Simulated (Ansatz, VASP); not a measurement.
## Be3Zn2Se5: VASP beside Ansatz

```
Be Zn Se
1.0
    -1.90037    1.90037   13.64929
     1.90037   -1.90037   13.64929
     1.90037    1.90037  -13.64929
Be Zn Se
3 2 5
Direct
  0.00000 0.00000 0.00000
  0.59212 0.59212 0.00000
  0.40788 0.40788 0.00000
  0.19395 0.19395 0.00000
  0.80605 0.80605 0.00000
  0.63737 0.13737 0.50000
  0.25000 0.75000 0.50000
  0.86263 0.36263 0.50000
  0.45401 0.95401 0.50000
  0.04599 0.54599 0.50000
```

Alike in both runs: functional PBE; k mesh 6 × 6 × 6; occupations gaussian, width 0.1 eV; no spin polarisation.

Ansatz relaxed the structure, and its values are those at the end. VASP's run is a single point on that final structure, the one shown.

```csv
,VASP,Ansatz
version,VASP 6.6.1,Ansatz 0.2.0
potentials or method,"VASP PAW PBE potentials, release 64 (Be, Zn, Se), cutoff 520 eV","scalar-relativistic, plane waves, PAW"
valence electrons in the cell,60,110
```

|  | VASP | Ansatz | Ansatz less VASP |
| --- | --- | --- | --- |
| gap on the k mesh at the Fermi level (eV) | 2.36 | 2.36 | -0.003 |
| least direct gap on the mesh (eV) | 2.36 | 2.36 | -0.003 |
| pressure (GPa) | 0.2 | 0.0 | -0.19 |
| rms of the force components (eV/Å) | 0.002 | 0.003 | +0.0010 |

With one functional, cell and mesh, what is left measures potentials, basis and numerics. VASP's potentials hold 60 valence electrons a cell and Ansatz's 110, so a difference there can come from the potentials and not from the codes.
